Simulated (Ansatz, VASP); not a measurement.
## HC8: VASP beside Ansatz

```xyz
9
Lattice="-2.4650 1.4231 -3.3582 2.4650 1.4231 -3.3582 0.0000 -2.8463 -3.3582" Properties=species:S:1:pos:R:3 pbc="T T T"
C     1.2325    0.7116   -5.0379
C    -1.2325    0.7116   -5.0379
C     0.0000   -1.4231   -5.0379
C     0.0000    0.0000   -8.3962
C    -1.2325   -0.7116   -5.0367
C     1.2325   -0.7116   -5.0367
C     0.0000    1.4231   -5.0367
C     0.0000    0.0000   -1.6785
H    -3.6974   -2.1347   -5.0367
```

Alike in both runs: task single point; functional PBE; dispersion D3(BJ); k mesh 6 × 6 × 6; occupations gaussian, width 0.05 eV; no spin polarisation.

|  | VASP | Ansatz |
| --- | --- | --- |
| version | VASP 6.6.1 | Ansatz 0.2.0 |
| potentials or method | VASP PAW PBE potentials, release 64 (C, H), cutoff 520 eV | scalar-relativistic, plane waves, PAW |
| valence electrons in the cell | 33 | 33 |

|  | VASP | Ansatz | Ansatz less VASP |
| --- | --- | --- | --- |
| gap on the k mesh at the Fermi level (eV) | none | none | - |
| pressure (GPa) | 10.4 | 10.0 | -0.43 |
| traceless stress, the component that is largest in VASP (GPa) | -10.90 | -10.36 | +0.536 |
| rms of the force components (eV/Å) | 0.730 | 0.721 | -0.0086 |

Atom by atom the forces differ by 0.009 eV/Å (rms over components). A gap of «none» marks a metal or a gap that the smearing closes.
